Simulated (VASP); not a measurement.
Wanted: the native input for a VASP 6.6.1 run.

```
Task                   : electric field gradients
Functional             : PBEsol
Potentials or basis    : VASP PAW PBE potentials, release 64 (Sb)
Cutoff                 : 520 eV
k mesh                 : 13 × 13 × 15
Occupations            : fermi-dirac, width 0.03 eV
Spin                   : no spin polarisation
Dipole correction      : no
Further INCAR settings : ALGO = Normal; EDIFF = 1e-08; NBANDS = 8
```

The structure of Sb lies in POSCAR:

```
Sb
1.0
   -1.5249250000      1.5001250000      2.4800000000
    1.5001250000     -1.5249250000      2.4800000000
    1.5098750000      1.5098750000     -2.4950500000
Sb
1
Direct
    0.0000000000      0.0000000000      0.0000000000
```

This cell differs from its parent crystal: equal xy, yz and zx shear strains of -1 %.

These files were run (other wordings do the same):

INCAR

```
SYSTEM = Sb
PREC     = Accurate       ! precision mode
ENCUT    = 520            ! plane-wave cutoff, eV
EDIFF    = 1E-8           ! SCF threshold, eV
ISMEAR   = -1             ! smearing method
SIGMA    = 0.03           ! smearing width, eV
LREAL    = .FALSE.        ! projectors in reciprocal space
LASPH    = .TRUE.         ! aspherical terms in the spheres
NELM     = 80             ! most SCF steps
ALGO     = Normal         ! electronic algorithm
ISIF     = 2              ! what is computed and relaxed
LWAVE    = .FALSE.        ! write WAVECAR
LCHARG   = .FALSE.        ! write CHGCAR
GGA      = PS             ! functional
LEFG     = .TRUE.       
NBANDS   = 8              ! bands
```

KPOINTS

```
regular mesh
0
G
  13 13 15
  0 0 0
```

Potentials or basis: VASP PAW PBE potentials, release 64 (Sb).

The run is started by

```console
$ cat potpaw_PBE.64/Sb/POTCAR > POTCAR
$ mpirun -np 1 vasp_std > vasp.out
```

It gave:

```yaml
Pressure: 15.4 GPa
Band_gap_on_the_k_mesh: zero (an odd number of electrons rules out a gap without spin polarisation)
Largest_electric_field_gradient_by_atom: Sb +44.2 V/Å²
```

Caveat: the cell differs from its parent crystal (equal xy, yz and zx shear strains of -1 %); the cell stands under pressure; without QUAD_EFG the Cq values of the log hold for a quadrupole moment of 1 mb, not for the nuclei; the PAW data sets were made with another functional, which shifts forces and pressure a little; spin-orbit coupling is left out, which moves the levels of the heavy elements.

Run time: 29 s on 1 thread of Intel(R) Xeon(R) 6975P-C (Granite Rapids), on a shared host, peak memory 0.24 GiB.
